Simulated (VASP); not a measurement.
Wanted: the native input for a VASP 6.6.1 run.

| Property | Result |
| --- | --- |
| Task | single point |
| Functional | PBE |
| Potentials or basis | VASP PAW PBE potentials, release 64 (Zr_sv, Ti_sv, N) |
| Cutoff | 520 eV |
| k mesh | 6 × 6 × 2 |
| Occupations | gaussian, width 0.2 eV |
| Spin | no spin polarisation |
| Dipole correction | no |
| Further INCAR settings | ALGO = Normal; EDIFF = 1e-06; NBANDS = 63 |

The structure of Zr5TiN6 lies in POSCAR:

```
Zr5TiN6
1.0
    3.1537723943      0.0000203298      0.0000717185
   -1.5768684593      2.7312754688     -0.0000916189
    0.0000759459     -0.0000403080     16.3355146407
Zr Ti N
5 1 6
Direct
    0.3333568048      0.6666037369      0.6610152284
    0.3333329258      0.6666654807     -0.0000003386
    0.3333061616      0.6667041142      0.3389850051
    0.6666840263      0.3332853236      0.8304570973
    0.6666534414      0.3333830734      0.1695429687
    0.6666733306      0.3333214251      0.5000002017
    0.0000188020     -0.0000198236      0.5771670981
    0.0000065637     -0.0000205700      0.9154181248
   -0.0000250617      0.0000558418      0.2539234952
    0.0000267045     -0.0000600911      0.7460773491
   -0.0000065920      0.0000339472      0.0845812098
   -0.0000271069      0.0000475417      0.4228325601
```

These files were run (other wordings do the same):

INCAR

```
PREC = Accurate ; ENCUT = 520
EDIFF = 1E-6 ; ISMEAR = 0
SIGMA = 0.2 ; LREAL = False
LASPH = True ; NELM = 100
ALGO = Normal ; ISIF = 2
LWAVE = False ; LCHARG = True
GGA = PE ; LELF = True
LVHAR = True ; NBANDS = 63
```

KPOINTS

```
Automatic mesh
0
Gamma
  6 6 2
```

Potentials or basis: VASP PAW PBE potentials, release 64 (Zr_sv, Ti_sv, N).

The run is started by

```bash
$ cat potpaw_PBE.64/Zr_sv/POTCAR potpaw_PBE.64/Ti_sv/POTCAR potpaw_PBE.64/N/POTCAR > POTCAR
$ mpirun -np 1 vasp_std > vasp.out
```

It gave:

The pressure is 0.3 GPa and the largest force is 0.010 eV/Å. The band gap on the k mesh is zero (bands 51 and 52 overlap by 0.95 eV).

Caveat: the k points lie up to 0.38 Å⁻¹ apart, too coarse for converged energies and pressures of a metal.

It took 16 min on 1 thread of Intel Xeon 8259CL, with other jobs on the host, peak memory 0.44 GiB.
